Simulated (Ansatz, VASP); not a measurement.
# Two plane-wave programs on Sc3Te2

```xyz
5
Lattice="4.7950 0.0000 0.0000 -2.3975 4.1526 0.0000 0.0000 0.0000 5.8881" Properties=species:S:1:pos:R:3 pbc="T T T"
Sc    0.0000    0.0000    4.3890
Sc    0.0000    0.0000    1.4991
Sc    2.3975    1.3842    0.0000
Te    2.3975    1.3842    2.9440
Te    0.0000    2.7684    0.0000
```

Change from the starting cell: species swapped into the Fe3Ge2 type (P-6m2, No. 187).

Alike in both runs: task single point; functional PBE; k mesh 6 × 6 × 4; occupations gaussian, width 0.1 eV; no spin polarisation.

|  | VASP | Ansatz |
| --- | --- | --- |
| version | VASP 6.6.1 | Ansatz 0.2.0 |
| potentials or method | VASP PAW PBE potentials, release 64 (Sc_sv, Te), cutoff 520 eV | scalar-relativistic, plane waves, PAW |
| valence electrons in the cell | 45 | 65 |

|  | VASP | Ansatz | Ansatz less VASP |
| --- | --- | --- | --- |
| gap on the k mesh at the Fermi level (eV) | none | none | - |
| pressure (GPa) | 5.3 | 5.2 | -0.12 |
| traceless stress, the component that is largest in VASP (GPa) | -0.68 | -0.68 | -0.001 |
| rms of the force components (eV/Å) | 0.256 | 0.257 | +0.0016 |

Atom by atom the forces differ by 0.002 eV/Å (rms over components). A gap of «none» marks a metal or a gap that the smearing closes. VASP's potentials hold 45 valence electrons a cell and Ansatz's 65, so a difference there can come from the potentials and not from the codes.

Neither program's run includes spin-orbit coupling.
